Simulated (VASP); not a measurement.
# InGaTe3 (Pm-3m) in VASP: further runs, part 2 of 2

VASP 6.6.1.

**3. Relaxation of cell and atoms, PBE**

This run uses another cell than the first one, of 32.74 Å³/atom, 0.908 times its volume.

The input, INCAR:

```
PREC     = Accurate       # precision mode
ENCUT    = 600            # plane-wave cutoff, eV
EDIFF    = 1E-6           # SCF threshold, eV
ISMEAR   = 0              # smearing method
SIGMA    = 0.1            # smearing width, eV
LREAL    = False          # projectors in reciprocal space
LASPH    = True           # aspherical terms in the spheres
NELM     = 80             # most SCF steps
ALGO     = Normal         # electronic algorithm
ISIF     = 3              # what is computed and relaxed
LWAVE    = False          # write WAVECAR
LCHARG   = False          # write CHGCAR
GGA      = PE             # functional
IBRION   = 2              # ionic algorithm
NSW      = 100            # ionic steps
EDIFFG   = -0.01          # ionic threshold
```

The input, KPOINTS:

```
Automatic mesh
0
Gamma
  8 8 8
```

The input, POSCAR:

```
InGaTe3
1.0
    5.4702551877      0.0000000000      0.0000000000
    0.0000000000      5.4702551877      0.0000000000
    0.0000000000      0.0000000000      5.4702551877
In Ga Te
1 1 3
Direct
    0.5000000000      0.5000000000      0.5000000000
    0.0000000000      0.0000000000      0.0000000000
    0.5000000000      0.0000000000      0.0000000000
    0.0000000000      0.5000000000      0.0000000000
    0.0000000000      0.0000000000      0.5000000000
```

Potentials or basis: VASP PAW PBE potentials, release 64 (In_d, Ga_d, Te).

The run is started by

```bash
$ cat potpaw_PBE.64/In_d/POTCAR potpaw_PBE.64/Ga_d/POTCAR potpaw_PBE.64/Te/POTCAR > POTCAR
$ mpirun -np 1 vasp_std > vasp.out
```

OUTCAR:

```text
PREC = Accurate
   ENCUT = 600
   EDIFF = 1E-6
   ISMEAR = 0
   LREAL = False
   LASPH = True
   NELM = 80
   ISIF = 3
   GGA = PE
   IBRION = 2
   NSW = 100
   EDIFFG = -0.01

 ion  position               nearest neighbor table
   1  0.500  0.500  0.500-
   2  0.000  0.000  0.000-   3 2.74   4 2.74   5 2.74   5 2.74   4 2.74   3 2.74
   3  0.500  0.000  0.000-   2 2.74   2 2.74
   4  0.000  0.500  0.000-   2 2.74   2 2.74
   5  0.000  0.000  0.500-   2 2.74   2 2.74

  LATTYP: Found a simple cubic cell.
 ALAT       =     5.4702551877

  Lattice vectors:

 A1 = (   5.4702551877,   0.0000000000,   0.0000000000)
 A2 = (   0.0000000000,   5.4702551877,   0.0000000000)
 A3 = (   0.0000000000,   0.0000000000,   5.4702551877)

Analysis of symmetry for initial positions (statically):
=====================================================================
 Subroutine PRICEL returns:
 Original cell was already a primitive cell.

 Routine SETGRP: Setting up the symmetry group for a
 simple cubic supercell.

 Subroutine GETGRP returns: Found 48 space group operations
 (whereof 48 operations were pure point group operations)
 out of a pool of 48 trial point group operations.

The static configuration has the point symmetry O_h .

Analysis of symmetry for dynamics (positions and initial velocities):
=====================================================================
 Subroutine PRICEL returns:
 Original cell was already a primitive cell.

 Routine SETGRP: Setting up the symmetry group for a
 simple cubic supercell.

 Subroutine GETGRP returns: Found 48 space group operations
 (whereof 48 operations were pure point group operations)
 out of a pool of 48 trial point group operations.

The dynamic configuration has the point symmetry O_h .

 Subroutine INISYM returns: Found 48 space group operations
 (whereof 48 operations are pure point group operations),
 and found     1 'primitive' translations

----------------------------------------------------------------------------------------

                                     Primitive cell

  volume of cell :     163.6902

  direct lattice vectors                    reciprocal lattice vectors
     5.470255188  0.000000000  0.000000000     0.182806828  0.000000000  0.000000000
     0.000000000  5.470255188  0.000000000     0.000000000  0.182806828  0.000000000
     0.000000000  0.000000000  5.470255188     0.000000000  0.000000000  0.182806828

  length of vectors
     5.470255188  5.470255188  5.470255188     0.182806828  0.182806828  0.182806828

  position of ions in fractional coordinates (direct lattice)
     0.500000000  0.500000000  0.500000000
     0.000000000  0.000000000  0.000000000
     0.500000000  0.000000000  0.000000000
     0.000000000  0.500000000  0.000000000
     0.000000000  0.000000000  0.500000000

  ion indices of the primitive-cell ions
   primitive index   ion index
                 1           1
                 2           2
                 3           3
                 4           4
                 5           5

----------------------------------------------------------------------------------------

 KPOINTS: Automatic mesh

[... 26 lines left out ...]
  0.250000  0.000000  0.000000      6.000000
  0.375000  0.000000  0.000000      6.000000
  0.500000  0.000000  0.000000      3.000000
  0.125000  0.125000  0.000000     12.000000
[... 16 lines left out ...]
  0.375000  0.375000  0.125000     24.000000
  0.500000  0.375000  0.125000     24.000000
 [... further k-points ...]
   k-points           NKPTS =     35   k-points in BZ     NKDIM =     35   number of bands    NBANDS=     26
   number of dos      NEDOS =    301   number of ions     NIONS =      5
   total plane-waves  NPLWV = 110592
   dimension x,y,z NGX =    48 NGY =   48 NGZ =   48
   dimension x,y,z NGXF=    96 NGYF=   96 NGZF=   96
   ions per type =               1   1   3
   NGX,Y,Z   is equivalent  to a cutoff of  14.59, 14.59, 14.59 a.u.
   NGXF,Y,Z  is equivalent  to a cutoff of  29.18, 29.18, 29.18 a.u.
 SYSTEM =  unknown system
   PREC   = accura    normal or accurate (medium, high low for compatibility)
   ISTART =      0    job   : 0-new  1-cont  2-samecut
   ICHARG =      2    charge: 1-file 2-atom 10-const
   ISPIN  =      1    spin polarized calculation?
   LNONCOLLINEAR =      F non collinear calculations
   LSORBIT =      F    spin-orbit coupling
   LASPH  =      T    aspherical Exc in radial PAW
   ENCUT  =  600.0 eV  44.10 Ry    6.64 a.u.  10.93 10.93 10.93*2*pi/ulx,y,z
   NELM   =     80;   NELMIN=  2; NELMDL= -5     # of ELM steps
   EDIFF  = 0.1E-05   stopping-criterion for ELM
   LREAL  =      F    real-space projection
   EDIFFG = -.1E-01   stopping-criterion for IOM
   NSW    =    100    number of steps for IOM
   IBRION =      2    ionic relax: 0-MD 1-quasi-New 2-CG
   NFREE  =      1    steps in history (QN), initial steepest desc. (CG)
   ISIF   =      3    stress and relaxation
   ISYM   =      2    0-nonsym 1-usesym 2-fastsym
   POTIM  = 0.5000    time-step for ionic-motion
   TEBEG  =    0.0;   TEEND  =   0.0 temperature during run
   PSTRESS=    0.0 pullay stress
   NELECT =      44.0000    total number of electrons
   NUPDOWN=      -1.0000    fix difference up-down
   EMIN   =  10.00;   EMAX   =-10.00  energy-range for DOS
   EFERMI =   0.00;   METHOD = LEGACY
   ISMEAR =     0;   SIGMA  =   0.10  broadening in eV -4-tet -1-fermi 0-gaus
   EFERMI_NEDOS =   21; number of points for ismear=-14 and -15
   IALGO  =     38    algorithm
   IMIX   =      4    mixing-type and parameters
     AMIX     =   0.40;   BMIX     =  1.00
     AMIX_MAG =   1.60;   BMIX_MAG =  1.00
  volume/ion in A,a.u.               =      32.74       220.93
  Fermi-wavevector in a.u.,A,eV,Ry     =   1.056537  1.996566 15.187788  1.116271
  Thomas-Fermi vector in A             =   2.191777
   LORBIT       =      0    0 simple, 1 ext, 2 COOP (PROOUT), +10 PAW based schemes
   GGA     = PE    functional components
   LHFCALC =     F    Hartree Fock is set to
   AEXX    =    0.0000 exact exchange contribution
   IVDW    =     0    specifies the selected vdW correction
   LEPSILON=     F    determine dielectric tensor
   LRPA    =     F    only Hartree local field effects (RPA)
 conjugate gradient relaxation of ions
 non-spin polarized calculation
 Gauss-broadening in eV      SIGMA  =   0.10
  energy-cutoff  :      600.00
  volume of cell :      163.69
 maximum number of plane-waves:      5520
 NGX is ok and might be reduce to    48
   NGX = 21   NGY = 21   NGZ = 21

 number of electron      44.0000001 magnetization

 Free energy of the ion-electron system (eV)
  ---------------------------------------------------
  ext. energy  EPLUGINS =         0.00000000
  ---------------------------------------------------
  free energy    TOTEN  =       -14.21687168 eV

  energy without entropy =      -14.19591060  energy(sigma->0) =      -14.20639114

 E-fermi :   4.5275     XC(G=0):  -9.0452

 val. band max:        4.5244439141   @ k =   0.2500   0.2500   0.0000
 cond. band min:       4.5468411553   @ k =   0.2500   0.2500   0.1250
 fundamental gap:      0.0223972412
 Fermi energy:         4.5275244022

 k-point     1 :       0.0000    0.0000    0.0000
  band No.  band energies     occupation
      1     -10.4347      2.00000
      2     -10.4347      2.00000
      3     -10.3213      2.00000
      4     -10.3213      2.00000
      5     -10.3213      2.00000
      6      -9.5390      2.00000
[... 685 lines left out ...]
     25       6.8463      0.00000
     26       7.4208      0.00000

 [... further k-points ...]

------------------------ aborting loop because EDIFF is reached ----------------------------------------

  FORCE on cell =-STRESS in cart. coord.  units (eV):
  Direction    XX          YY          ZZ          XY          YZ          ZX
  --------------------------------------------------------------------------------------
  -------------------------------------------------------------------------------------
  Total       -0.0410554     -0.0410554     -0.0410554     -0.0000000      0.0000000     -0.0000000
  in kB       -0.4018448     -0.4018448     -0.4018448     -0.0000000      0.0000000     -0.0000000
  external PRESSURE =      -0.4018448 kB  Pullay stress =       0.0000000 kB

 VOLUME and BASIS-vectors are now :
 -----------------------------------------------------------------------------
  energy-cutoff  :      600.00
  volume of cell :      163.69
      direct lattice vectors                 reciprocal lattice vectors
     5.470255188  0.000000000  0.000000000     0.182806828  0.000000000  0.000000000
     0.000000000  5.470255188  0.000000000     0.000000000  0.182806828  0.000000000
     0.000000000  0.000000000  5.470255188     0.000000000  0.000000000  0.182806828

 POSITION                                       TOTAL-FORCE (eV/Angst)
 -----------------------------------------------------------------------------------
      2.73513      2.73513      2.73513         0.000000      0.000000      0.000000
      0.00000      0.00000      0.00000         0.000000      0.000000      0.000000
      2.73513      0.00000      0.00000         0.000000      0.000000      0.000000
      0.00000      2.73513      0.00000         0.000000      0.000000      0.000000
      0.00000      0.00000      2.73513         0.000000      0.000000      0.000000
 -----------------------------------------------------------------------------------
    total drift:                                0.000000     -0.000000      0.000000

  FREE ENERGIE OF THE ION-ELECTRON SYSTEM (eV)
  ---------------------------------------------------
  free  energy   TOTEN  =       -14.2168716751 eV

  energy  without entropy=      -14.1959106027  energy(sigma->0) =      -14.20639114

 reached required accuracy - stopping structural energy minimisation
```

It took 83 s on 1 thread of Intel Xeon 6975P-C (Granite Rapids), shared host; peak memory 0.45 GiB.

What came out:

| Quantity | Value |
| --- | --- |
| Free energy | -14.2169 eV |
| Pressure after relaxing | 0.0 GPa |
| Band gap on the k mesh | zero (band 22 reaches 5.42 eV, above the bottom of band 23 at 4.04 eV) |

Final structure:
```
CELL_PARAMETERS angstrom
5.47026 0.00000 0.00000
0.00000 5.47026 0.00000
0.00000 0.00000 5.47026
ATOMIC_POSITIONS crystal
In 0.50000 0.50000 0.50000
Ga 0.00000 0.00000 0.00000
Te 0.50000 0.00000 0.00000
Te 0.00000 0.50000 0.00000
Te 0.00000 0.00000 0.50000
```

Caveat: the relaxation stopped at its first step, so nothing moved; spin-orbit coupling is left out, which moves the levels of the heavy elements.
